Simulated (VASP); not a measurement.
A run of VASP 6.6.1:

File INCAR:

```
SYSTEM = Ru
PREC = Accurate
ENCUT = 600
EDIFF = 1E-6
ISMEAR = -1
SIGMA = 0.05
LREAL = .False.
LASPH = .True.
NELM = 100
ALGO = Normal
ISIF = 4
LWAVE = .False.
LCHARG = .False.
IBRION = 2
NSW = 50
EDIFFG = -0.005
```

Contents of KPOINTS:

```
Automatic mesh
0
Gamma
  18 18 10
  0 0 0
```

Contents of POSCAR:

```
Ru
1.0
    2.6194376061      0.0000000000      0.0000000000
   -1.3097188031      2.2684995105      0.0000000000
    0.0000000000      0.0000000000      4.1399895204
Ru
2
Direct
    0.3333333333      0.6666666667      0.2500000000
    0.6666666667      0.3333333333      0.7500000000
```

Potentials or basis: VASP PAW LDA potentials, release 64 (Ru_pv).

Run with:

```console
$ cat potpaw_LDA.64/Ru_pv/POTCAR > POTCAR
$ mpirun -np 1 vasp_std > vasp.out
```

Hardware: 1 thread of AMD EPYC 7R13 Processor (Zen 3) (shared host).

Estimate the wall time of this run.

It took 3.2 min on 1 thread of AMD EPYC 7R13 Processor (Zen 3) (shared host), peak memory 0.19 GiB. Counts: scf iterations 30, k points 222, ion steps 5.
